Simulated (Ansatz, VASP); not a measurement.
**Two plane-wave programs on BAs**

File INCAR:

```
PREC = Accurate
ENCUT = 500
EDIFF = 1E-6
ISMEAR = 0
SIGMA = 0.1
LREAL = False
LASPH = True
NELM = 120
ALGO = Normal
ISIF = 2
LWAVE = False
LCHARG = False
NBANDS = 11
GGA_COMPAT = False
```

File KPOINTS:

```
Automatic mesh
0
Gamma
  6 6 6
```

The input POSCAR:

```
BAs
1.0
    0.0000000000      2.3885000000      2.3885000000
    2.3885000000      0.0000000000      2.3885000000
    2.3885000000      2.3885000000      0.0000000000
B As
1 1
Direct
    0.0000000000      0.0000000000      0.0000000000
    0.2500000000      0.2500000000      0.2500000000
```

Input for Ansatz:

```yaml
crystal:
  lattice:
    - [0.0, 2.3885, 2.3885]
    - [2.3885, 0.0, 2.3885]
    - [2.3885, 2.3885, 0.0]
  atoms:
    - { symbol: B, position: [0.0, 0.0, 0.0] }
    - { symbol: As, position: [0.25, 0.25, 0.25] }
basis:
  ecutwfc: 420
kpoints:
  mp_grid: { grid: [6, 6, 6] }
hamiltonian:
  xc: lda
  pseudopotentials: { kind: paw, azcp: { folder: soft_1 } }
scf:
  occupations: { method: gaussian, width: 0.1 }
output:
  forces: true
  stress: true
  eigenvalues: true
```

Alike in both runs: task single point; functional LDA; k mesh 6 × 6 × 6; occupations gaussian, width 0.1 eV; no spin polarisation.

|  | VASP | Ansatz |
| --- | --- | --- |
| version | VASP 6.6.1 | Ansatz 0.2.0 |
| potentials or method | VASP PAW LDA potentials, release 64 (B, As), cutoff 500 eV | scalar-relativistic, plane waves, PAW |
| valence electrons in the cell | 8 | 18 |

```tsv
	VASP	Ansatz	Ansatz less VASP
gap on the k mesh at the Fermi level (eV)	1.22	1.23	+0.007
least direct gap on the mesh (eV)	3.25	3.25	+0.003
pressure (GPa)	-3.1	-3.9	-0.88
```

Ansatz warns that its potentials were made for another functional, while VASP's fit it. LDA's correlation is that of Perdew and Zunger in VASP and of Perdew and Wang (1992) in Ansatz. VASP's potentials hold 8 valence electrons a cell and Ansatz's 18, so a difference there can come from the potentials and not from the codes.
